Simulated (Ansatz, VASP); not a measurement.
## NaCaF3: VASP beside Ansatz

```
CELL_PARAMETERS angstrom
4.38542 0.00000 0.00000
0.00000 4.38542 0.00000
0.00000 0.00000 4.38542
ATOMIC_POSITIONS crystal
Na 0.00000 0.00000 0.00000
Ca 0.50000 0.50000 0.50000
F 0.50000 0.50000 0.00000
F 0.50000 0.00000 0.50000
F 0.00000 0.50000 0.50000
```

Alike in both runs: task single point; functional PBE; k mesh 6 × 6 × 6; no spin polarisation.

|  | VASP | Ansatz |
| --- | --- | --- |
| version | VASP 6.6.1 | Ansatz 0.2.0 |
| potentials or method | VASP PAW PBE potentials, release 64 (Na_sv, Ca_sv, F) | plane waves, PAW |
| plane-wave cutoff (eV) | 970 | 420 |
| occupations | gaussian, width 0.01 eV | fixed |
| valence electrons in the cell | 40 | 40 |

```tsv
	VASP	Ansatz	Ansatz less VASP
gap on the k mesh at the Fermi level (eV)	5.09	5.09	+0.005
pressure (GPa)	1.8	1.6	-0.19
```
